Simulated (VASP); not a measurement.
# Fe (P4/nmm) in VASP: notebook, part 2 of 2

VASP 6.6.1.

## Step 5: Single point, PBE, non-collinear spin, typed start

File INCAR:

```
SYSTEM = Fe
ALGO = Normal ; EDIFF = 1E-6
ENCUT = 520 ; GGA = PE
ISIF = 2 ; ISMEAR = -1
LASPH = .TRUE. ; LCHARG = .FALSE.
LMAXMIX = 4 ; LNONCOLLINEAR = .TRUE.
LORBIT = 11 ; LREAL = .FALSE.
LWAVE = .FALSE. ; MAGMOM = 0 0 2 1.414 0 1.414
NBANDS = 28 ; NELM = 150
PREC = Accurate ; SIGMA = 0.27211386245988
```

File KPOINTS:

```
k-points
0
G
  2 2 2
  0 0 0
```

File POSCAR:

```
Fe
1.0
    2.8660000000      0.0000000000      0.0000000000
    0.0000000000      2.8660000000      0.0000000000
    0.0000000000      0.0000000000      2.8660000000
Fe
2
Direct
   -0.0034891835      0.0000000000      0.0000000000
    0.5200000000      0.5000000000      0.5000000000
```

Command:

```bash
> cat potpaw_PBE.64/Fe/POTCAR > POTCAR
> mpirun -np 1 vasp_ncl > vasp.out
```

Run time: 26 s. Hardware: 1 thread of Intel Xeon Platinum 8559C (Emerald Rapids), shared host; peak memory 0.19 GiB.

Results (log left out):

| Property | Result |
| --- | --- |
| Free energy | -14.9724 eV |
| Pressure | 9.4 GPa |
| Largest force | 0.217 eV/Å |
| Band gap on the k mesh | zero (band 16 reaches 6.20 eV, above the bottom of band 17 at 5.62 eV) |
| Net moment | 4.26 μB per cell |
| Valence electrons inside the program's atomic spheres | Fe 7.22 |

Forces in eV/Å, atoms in the order of the input:
```
Fe   0.217  0.000  0.000
Fe  -0.217  0.000  0.000
```

Stress tensor (GPa, compression positive):
```
8.76 0.00 0.00
0.00 9.70 0.00
0.00 0.00 9.70
```

Levels at points of the mesh, in eV from the Fermi level:
```csv
k point,band 12,band 13,band 14,band 15,band 16,band 17,band 18,band 19
"(0.00, 0.00, 0.00)",-0.95,-0.93,-0.93,0.15,0.15,0.17,1.23,1.28
"(0.50, 0.00, 0.00)",-1.17,-1.15,-0.70,-0.34,-0.29,-0.29,-0.27,-0.27
"(0.00, 0.50, 0.00)",-1.32,-0.99,-0.99,-0.32,-0.32,-0.21,-0.21,-0.17
"(0.00, 0.00, 0.50)",-1.32,-0.99,-0.99,-0.32,-0.32,-0.21,-0.21,-0.17
"(0.50, 0.50, 0.00)",-1.17,-0.08,-0.08,0.30,0.30,0.39,0.39,1.16
"(0.00, 0.50, 0.50)",-1.17,-0.11,-0.11,0.27,0.27,0.42,0.42,1.10
"(0.50, 0.00, 0.50)",-1.17,-0.08,-0.08,0.30,0.30,0.39,0.39,1.16
"(0.50, 0.50, 0.50)",-1.99,-1.13,-1.13,-1.13,-1.13,1.63,1.63,1.64
```

Moments on the atoms (μB; x, y, z):
```
Fe  -0.11  0.00  2.27
Fe   1.68  0.00  1.53
```

Caveat: the k points lie up to 1.10 Å⁻¹ apart.

## Step 6: Single point, PBE, non-collinear spin, typed start

File INCAR:

```
ALGO = Normal
EDIFF = 1E-6
ENCUT = 520
GGA = PE
ISIF = 2
ISMEAR = -1
LASPH = True
LCHARG = False
LMAXMIX = 4
LNONCOLLINEAR = True
LORBIT = 11
LREAL = False
LWAVE = False
MAGMOM = 0 0 2 0.174 0 1.992
NBANDS = 28
NELM = 150
PREC = Accurate
SIGMA = 0.27211386245988
```

File KPOINTS:

```
k-points
0
Gamma
  2 2 2
```

POSCAR is that of step 5.

Potentials or basis: VASP PAW PBE potentials, release 64 (Fe).

Command:

```bash
> cat potpaw_PBE.64/Fe/POTCAR > POTCAR
> mpirun -np 1 vasp_ncl > vasp.out
```

Wall time 16 s (1 thread of Intel Xeon Platinum 8559C (Emerald Rapids), shared host); peak memory 0.18 GiB.

It converged, with:

| Item | Value |
| --- | --- |
| Free energy | -14.9760 eV |
| Pressure | 9.3 GPa |
| Largest force | 0.142 eV/Å |
| Band gap on the k mesh | zero (band 16 reaches 6.08 eV, above the bottom of band 17 at 5.64 eV) |
| Net moment | 4.67 μB per cell |
| Valence electrons inside the program's atomic spheres | Fe 7.22 |

Forces on the atoms (eV/Å):
```
Fe   0.142  0.000  0.000
Fe  -0.142  0.000  0.000
```

Stress tensor (GPa, compression positive):
```
8.55 0.00 0.00
0.00 9.61 0.00
0.00 0.00 9.60
```

Levels at points of the mesh, in eV from the Fermi level:
| k point | band 14 | band 15 | band 16 | band 17 | band 18 | band 19 |
| --- | --- | --- | --- | --- | --- | --- |
| (0.00, 0.00, 0.00) | -0.60 | -0.09 | -0.09 | -0.05 | 1.37 | 1.42 |
| (0.50, 0.00, 0.00) | -0.64 | -0.31 | -0.24 | -0.24 | -0.22 | -0.22 |
| (0.00, 0.50, 0.00) | -0.97 | -0.29 | -0.29 | -0.15 | -0.15 | -0.14 |
| (0.00, 0.00, 0.50) | -0.97 | -0.29 | -0.29 | -0.15 | -0.15 | -0.14 |
| (0.50, 0.50, 0.00) | -0.10 | 0.20 | 0.20 | 0.46 | 0.46 | 1.28 |
| (0.00, 0.50, 0.50) | -0.12 | 0.16 | 0.16 | 0.49 | 0.49 | 1.22 |
| (0.50, 0.00, 0.50) | -0.10 | 0.20 | 0.20 | 0.46 | 0.46 | 1.28 |
| (0.50, 0.50, 0.50) | -1.07 | -1.07 | -1.07 | 1.68 | 1.68 | 1.69 |

Moments on the atoms (μB; x, y, z):
```
Fe  -0.01  0.00  2.25
Fe   0.21  0.00  2.24
```

Caveat: the k points lie up to 1.10 Å⁻¹ apart.

## Step 7: Single point, PBE, non-collinear spin, typed start

File INCAR:

```
SYSTEM = Fe
PREC = Accurate ; ENCUT = 520
EDIFF = 1E-6 ; ISMEAR = -1
SIGMA = 0.27211386245988 ; LREAL = .FALSE.
LASPH = .TRUE. ; NELM = 150
ALGO = Normal ; ISIF = 2
LWAVE = .FALSE. ; LCHARG = .FALSE.
LNONCOLLINEAR = .TRUE. ; MAGMOM = -0.743 0 1.857 1.487 0 1.338
LORBIT = 11 ; LMAXMIX = 4
GGA = PE ; NBANDS = 28
```

File KPOINTS:

```
Automatic mesh
0
G
  2 2 2
  0 0 0
```

POSCAR is that of step 6.

Command:

```bash
> cat potpaw_PBE.64/Fe/POTCAR > POTCAR
> mpirun -np 1 vasp_ncl > vasp.out
```

Run time: 25 s. Hardware: 1 thread of Intel Xeon Platinum 8559C (Emerald Rapids), shared host; peak memory 0.18 GiB.

Results (log left out):

| Quantity | Value |
| --- | --- |
| Free energy | -14.9724 eV |
| Pressure | 9.4 GPa |
| Largest force | 0.217 eV/Å |
| Band gap on the k mesh | zero (band 16 reaches 6.20 eV, above the bottom of band 17 at 5.62 eV) |
| Net moment | 4.26 μB per cell |
| Valence electrons inside the program's atomic spheres | Fe 7.22 |

Forces in eV/Å, atoms in the order of the input:
```
Fe   0.217  0.000  0.000
Fe  -0.217  0.000  0.000
```

Stress tensor (GPa, compression positive):
```
8.75 0.00 0.00
0.00 9.70 0.00
0.00 0.00 9.70
```

Levels at points of the mesh, in eV from the Fermi level:
```csv
k point,band 13,band 14,band 15,band 16,band 17,band 18
"(0.00, 0.00, 0.00)",-0.93,-0.93,0.15,0.15,0.17,1.23
"(0.50, 0.00, 0.00)",-1.15,-0.70,-0.34,-0.29,-0.29,-0.27
"(0.00, 0.50, 0.00)",-0.99,-0.99,-0.32,-0.32,-0.21,-0.21
"(0.00, 0.00, 0.50)",-0.99,-0.99,-0.32,-0.32,-0.21,-0.21
"(0.50, 0.50, 0.00)",-0.08,-0.08,0.30,0.30,0.39,0.39
"(0.00, 0.50, 0.50)",-0.11,-0.11,0.27,0.27,0.42,0.42
"(0.50, 0.00, 0.50)",-0.08,-0.08,0.30,0.30,0.39,0.39
"(0.50, 0.50, 0.50)",-1.13,-1.13,-1.13,-1.13,1.63,1.63
```

Moments on the atoms (μB; x, y, z):
```
Fe  -0.48  0.00  2.22
Fe   1.41  0.00  1.78
```

Caveat: the k points lie up to 1.10 Å⁻¹ apart.
